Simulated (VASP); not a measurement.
# Eu (P6_3/mmc) in VASP: single point with PBE

Aim: the single point of Eu with PBE.

All numbers are computed with VASP 6.6.1; they aren't measurements. Logs are shortened: lines on timing, memory, paths and dates and some standing lists are left out, and cuts for length are marked.

## 1. The cell of the first run

It takes space group P6_3/mmc (No. 194, hexagonal). Conventional cell: a = 3.929 Å, b = 3.929 Å, c = 6.302 Å, α = 90.00°, β = 90.00°, γ = 120.00°. Eu (site symmetry -6m2) has 12 Eu at 3.88 to 3.93 Å within 5.1 Å.

This isn't the form of Eu at room conditions, which is bcc.

## 2. Single point, PBE, collinear spin, ferromagnetic start

INCAR reads:

```
SYSTEM = Eu
PREC = Accurate
ENCUT = 520
EDIFF = 1E-7
ISMEAR = -1
SIGMA = 0.1
LREAL = .FALSE.
LASPH = .TRUE.
NELM = 150
ALGO = Normal
ISIF = 2
LWAVE = .FALSE.
LCHARG = .TRUE.
ISPIN = 2
MAGMOM = 7 7
LORBIT = 11
LMAXMIX = 6
GGA = PE
LELF = .TRUE.
LVHAR = .TRUE.
NBANDS = 28
```

KPOINTS reads:

```
regular mesh
0
G
  12 12 7
  0 0 0
```

POSCAR reads:

```
Eu
1.0
    3.9286687184      0.0000000000      0.0000000000
   -1.9643343592      3.4023269132      0.0000000000
    0.0000000000      0.0000000000      6.3023186568
Eu
2
Direct
    0.3333333333      0.6666666667      0.2500000000
    0.6666666667      0.3333333333      0.7500000000
```

Potentials or basis: VASP PAW PBE potentials, release 64 (Eu).

Launch:

```bash
cat potpaw_PBE.64/Eu/POTCAR > POTCAR
mpirun -np 1 vasp_std > vasp.out
```

OUTCAR:

```text
SYSTEM = Eu
   PREC = Accurate
   ENCUT = 520
   EDIFF = 1E-7
   ISMEAR = -1
   LREAL = .FALSE.
   LASPH = .TRUE.
   NELM = 150
   ISIF = 2
   ISPIN = 2
   LORBIT = 11
   GGA = PE

 ion  position               nearest neighbor table
   1  0.333  0.667  0.250-
   2  0.667  0.333  0.750-

  LATTYP: Found a hexagonal cell.
 ALAT       =     3.9286687184
 C/A-ratio  =     1.6041868400

  Lattice vectors:

 A1 = (   3.9286687184,   0.0000000000,   0.0000000000)
 A2 = (  -1.9643343592,   3.4023269132,   0.0000000000)
 A3 = (   0.0000000000,   0.0000000000,   6.3023186568)

Analysis of symmetry for initial positions (statically):
=====================================================================
 Subroutine PRICEL returns:
 Original cell was already a primitive cell.

 Routine SETGRP: Setting up the symmetry group for a
 hexagonal supercell.

 Subroutine GETGRP returns: Found 24 space group operations
 (whereof 12 operations were pure point group operations)
 out of a pool of 24 trial point group operations.

The static configuration has the point symmetry D_3d.
 The point group associated with its full space group is D_6h.

Analysis of symmetry for dynamics (positions and initial velocities):
=====================================================================
 Subroutine PRICEL returns:
 Original cell was already a primitive cell.

 Routine SETGRP: Setting up the symmetry group for a
 hexagonal supercell.

 Subroutine GETGRP returns: Found 24 space group operations
 (whereof 12 operations were pure point group operations)
 out of a pool of 24 trial point group operations.

The dynamic configuration has the point symmetry D_3d.
 The point group associated with its full space group is D_6h.

Analysis of structural, dynamic, and magnetic symmetry:
=====================================================================
 Subroutine PRICEL returns:
 Original cell was already a primitive cell.

 Routine SETGRP: Setting up the symmetry group for a
 hexagonal supercell.

 Subroutine GETGRP returns: Found 24 space group operations
 (whereof 12 operations were pure point group operations)
 out of a pool of 24 trial point group operations.

The overall configuration has the point symmetry D_3d.
 The point group associated with its full space group is D_6h.

 Subroutine INISYM returns: Found 24 space group operations
 (whereof 12 operations are pure point group operations),
 and found     1 'primitive' translations

----------------------------------------------------------------------------------------

                                     Primitive cell

  volume of cell :      84.2407

  direct lattice vectors                    reciprocal lattice vectors
     3.928668718  0.000000000  0.000000000     0.254539151  0.146958247  0.000000000
    -1.964334359  3.402326913  0.000000000     0.000000000  0.293916495  0.000000000
     0.000000000  0.000000000  6.302318657     0.000000000  0.000000000  0.158671761

  length of vectors
     3.928668718  3.928668718  6.302318657     0.293916495  0.293916495  0.158671761

  position of ions in fractional coordinates (direct lattice)
     0.333333333  0.666666667  0.250000000
     0.666666667  0.333333333  0.750000000

  ion indices of the primitive-cell ions
   primitive index   ion index
                 1           1
                 2           2

----------------------------------------------------------------------------------------

 KPOINTS: regular mesh

Automatic generation of k-mesh.
 Grid dimensions read from file:
 generate k-points for:   12   12    7

 Generating k-lattice:

  Cartesian coordinates                     Fractional coordinates (reciprocal lattice)
     0.021211596  0.012246521  0.000000000     0.083333333  0.000000000  0.000000000
     0.000000000  0.024493041  0.000000000     0.000000000  0.083333333  0.000000000
     0.000000000  0.000000000  0.022667394     0.000000000  0.000000000  0.142857143

  Length of vectors
     0.024493041  0.024493041  0.022667394

  Shift w.r.t. Gamma in fractional coordinates (k-lattice)
     0.000000000  0.000000000  0.000000000

 Subroutine IBZKPT returns following result:
 ===========================================

 Found     76 irreducible k-points:

 Following reciprocal coordinates:
            Coordinates               Weight
  0.000000  0.000000  0.000000      1.000000
  0.083333 -0.000000  0.000000      6.000000
  0.166667 -0.000000  0.000000      6.000000
  0.250000 -0.000000  0.000000      6.000000
  0.333333 -0.000000  0.000000      6.000000
  0.416667 -0.000000  0.000000      6.000000
[... 16 lines left out ...]
  0.250000 -0.000000  0.142857     12.000000
  0.333333 -0.000000  0.142857     12.000000
 [... further k-points ...]
   k-points           NKPTS =     76   k-points in BZ     NKDIM =     76   number of bands    NBANDS=     28
   number of dos      NEDOS =    301   number of ions     NIONS =      2
   total plane-waves  NPLWV =  43200
   dimension x,y,z NGX =    30 NGY =   30 NGZ =   48
   dimension x,y,z NGXF=    60 NGYF=   60 NGZF=   96
   ions per type =               2
   NGX,Y,Z   is equivalent  to a cutoff of  12.69, 12.69, 12.66 a.u.
   NGXF,Y,Z  is equivalent  to a cutoff of  25.39, 25.39, 25.32 a.u.
 SYSTEM =  Eu
   PREC   = accura    normal or accurate (medium, high low for compatibility)
   ISTART =      0    job   : 0-new  1-cont  2-samecut
   ICHARG =      2    charge: 1-file 2-atom 10-const
   ISPIN  =      2    spin polarized calculation?
   LNONCOLLINEAR =      F non collinear calculations
   LSORBIT =      F    spin-orbit coupling
   LASPH  =      T    aspherical Exc in radial PAW
   ENCUT  =  520.0 eV  38.22 Ry    6.18 a.u.   7.30  7.30 11.72*2*pi/ulx,y,z
   NELM   =    150;   NELMIN=  2; NELMDL= -5     # of ELM steps
   EDIFF  = 0.1E-06   stopping-criterion for ELM
   LREAL  =      F    real-space projection
   EDIFFG = 0.1E-05   stopping-criterion for IOM
   NSW    =      0    number of steps for IOM
   IBRION =     -1    ionic relax: 0-MD 1-quasi-New 2-CG
   NFREE  =      0    steps in history (QN), initial steepest desc. (CG)
   ISIF   =      2    stress and relaxation
   ISYM   =      2    0-nonsym 1-usesym 2-fastsym
   POTIM  = 0.5000    time-step for ionic-motion
   TEBEG  =    0.0;   TEEND  =   0.0 temperature during run
   PSTRESS=    0.0 pullay stress
   NELECT =      34.0000    total number of electrons
   NUPDOWN=      -1.0000    fix difference up-down
   EMIN   =  10.00;   EMAX   =-10.00  energy-range for DOS
   EFERMI =   0.00;   METHOD = LEGACY
   ISMEAR =    -1;   SIGMA  =   0.10  broadening in eV -4-tet -1-fermi 0-gaus
   EFERMI_NEDOS =   21; number of points for ismear=-14 and -15
   IALGO  =     38    algorithm
   IMIX   =      4    mixing-type and parameters
     AMIX     =   0.40;   BMIX     =  1.00
     AMIX_MAG =   1.60;   BMIX_MAG =  1.00
  volume/ion in A,a.u.               =      42.12       284.24
  Fermi-wavevector in a.u.,A,eV,Ry     =   1.209838  2.286262 19.914954  1.463708
  Thomas-Fermi vector in A             =   2.345403
   LORBIT       =     11    0 simple, 1 ext, 2 COOP (PROOUT), +10 PAW based schemes
   GGA     = PE    functional components
   LHFCALC =     F    Hartree Fock is set to
   AEXX    =    0.0000 exact exchange contribution
   IVDW    =     0    specifies the selected vdW correction
   LEPSILON=     F    determine dielectric tensor
   LRPA    =     F    only Hartree local field effects (RPA)
 spin polarized calculation
  energy-cutoff  :      520.00
  volume of cell :       84.24
 maximum number of plane-waves:      2297
 NGX is ok and might be reduce to    30
   NGX = 15   NGY = 15   NGZ = 23

 number of electron      34.0000006 magnetization      15.0529100

 Free energy of the ion-electron system (eV)
  ---------------------------------------------------
  ext. energy  EPLUGINS =         0.00000000
  ---------------------------------------------------
  free energy    TOTEN  =       -22.99241561 eV

  energy without entropy =      -22.82878370  energy(sigma->0) =      -22.91059966

 E-fermi :   2.0338     XC(G=0):  -8.8093

 val. band max:        2.0318287059   @ k =   0.5000  -0.0000   0.0000
 cond. band min:       2.0438657531   @ k =   0.4167  -0.0000   0.1429
 fundamental gap:      0.0120370472
 Fermi energy:         2.0337832694

 spin component 1

 k-point     1 :       0.0000    0.0000    0.0000
  band No.  band energies     occupation
      1     -39.6073      1.00000
      2     -39.5727      1.00000
      3     -18.6095      1.00000
      4     -18.2232      1.00000
      5     -18.2232      1.00000
      6     -18.1579      1.00000
[... 20 lines left out ...]
     27       3.8047      0.00000
     28       3.9260      0.00000
[... 683 lines left out ...]
 k-point    24 :       0.3333   -0.0000    0.1429
  band No.  band energies     occupation
      1     -39.5843      1.00000
      2     -39.5664      1.00000
      3     -18.5106      1.00000
      4     -18.4295      1.00000
      5     -18.4004      1.00000
      6     -18.2921      1.00000
[... 20 lines left out ...]
     27       3.3688      0.00000
     28       3.6859      0.00000

 [... further k-points ...]

 spin component 2

 k-point     1 :       0.0000    0.0000    0.0000
  band No.  band energies     occupation
      1     -36.4538      1.00000
      2     -36.4095      1.00000
      3     -16.3409      1.00000
      4     -15.8679      1.00000
      5     -15.8679      1.00000
      6     -15.7894      1.00000
[... 20 lines left out ...]
     27       6.5513      0.00000
     28       6.5606      0.00000
[... 683 lines left out ...]
 k-point    24 :       0.3333   -0.0000    0.1429
  band No.  band energies     occupation
      1     -36.4242      1.00000
      2     -36.4013      1.00000
      3     -16.2217      1.00000
      4     -16.1249      1.00000
      5     -16.0871      1.00000
      6     -15.9532      1.00000
[... 20 lines left out ...]
     27       6.5066      0.00000
     28       6.5563      0.00000

 [... further k-points ...]

------------------------ aborting loop because EDIFF is reached ----------------------------------------

  FORCE on cell =-STRESS in cart. coord.  units (eV):
  Direction    XX          YY          ZZ          XY          YZ          ZX
  --------------------------------------------------------------------------------------
  -------------------------------------------------------------------------------------
  Total       -0.1295133     -0.1295133     -0.1319413      0.0000000      0.0000000      0.0000000
  in kB       -2.4632190     -2.4632190     -2.5093979      0.0000000      0.0000000      0.0000000
  external PRESSURE =      -2.4786119 kB  Pullay stress =       0.0000000 kB

 VOLUME and BASIS-vectors are now :
 -----------------------------------------------------------------------------
  energy-cutoff  :      520.00
  volume of cell :       84.24
      direct lattice vectors                 reciprocal lattice vectors
     3.928668718  0.000000000  0.000000000     0.254539151  0.146958247  0.000000000
    -1.964334359  3.402326913  0.000000000     0.000000000  0.293916495  0.000000000
     0.000000000  0.000000000  6.302318657     0.000000000  0.000000000  0.158671761

 POSITION                                       TOTAL-FORCE (eV/Angst)
 -----------------------------------------------------------------------------------
     -0.00000      2.26822      1.57558         0.000000      0.000000      0.000000
      1.96433      1.13411      4.72674        -0.000000      0.000000      0.000000
 -----------------------------------------------------------------------------------
    total drift:                               -0.000000      0.000000     -0.000000

  FREE ENERGIE OF THE ION-ELECTRON SYSTEM (eV)
  ---------------------------------------------------
  free  energy   TOTEN  =       -22.9924156133 eV

  energy  without entropy=      -22.8287837042  energy(sigma->0) =      -22.91059966

 total charge

# of ion       s       p       d       f       tot
--------------------------------------------------
    1        2.083   5.709   0.316   6.617  14.726
    2        2.083   5.709   0.316   6.617  14.726
--------------------------------------------------
tot          4.166  11.417   0.633  13.234  29.451

 magnetization (x)

# of ion       s       p       d       f       tot
--------------------------------------------------
    1       -0.001  -0.084   0.191   6.615   6.721
    2       -0.001  -0.084   0.191   6.615   6.721
--------------------------------------------------
tot         -0.002  -0.168   0.382  13.231  13.443
```

It took 6.9 min on 1 thread of Intel Xeon Platinum 8488C (Sapphire Rapids), shared host; peak memory 0.43 GiB.

What came out:

* Free energy: -22.9924 eV
* Pressure: -0.2 GPa
* Net moment: 15.05 μB per cell
* Site moments: Eu +6.72 μB
* Valence electrons inside the program's atomic spheres: Eu 14.73

Caveat: spin-orbit coupling is left out, which moves the levels of the heavy elements; semilocal functionals describe open f shells poorly, which spoils levels, moments and volumes.
